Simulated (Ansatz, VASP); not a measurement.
NiO: VASP beside Ansatz

```
Ni O
1.0
     0.00000    2.08590    2.08590
     2.08590    0.00000    2.08590
     2.08590    2.08590    0.00000
Ni O
1 1
Direct
  0.00000 0.00000 0.00000
  0.50000 0.50000 0.50000
```

Alike in both runs: task relaxation of cell and atoms; functional PBE; dispersion D3(BJ); k mesh 11 × 11 × 11; occupations fermi-dirac, width 0.05 eV; collinear spin.

|  | VASP | Ansatz |
| --- | --- | --- |
| version | VASP 6.6.1 | Ansatz 0.2.0 |
| potentials or method | VASP PAW PBE potentials, release 64 (Ni, O), cutoff 600 eV | all-electron LAPW, scalar-relativistic |

|  | VASP | Ansatz | Ansatz less VASP |
| --- | --- | --- | --- |
| net moment per atom (μB) | 0.85 | 0.90 | +0.052 |
| size of the moment on the site where the two differ most (μB) | 1.41 | 1.50 | +0.091 |
| relaxed volume (Å³/atom) | 9.15 | 9.21 | +0.053 |
| relaxed cell length with the largest relative difference (Å) | 2.958 | 2.964 | +0.0057 |

Site moments also hang on the region over which each program counts them. Ansatz ran all-electron here, and VASP with PAW potentials.
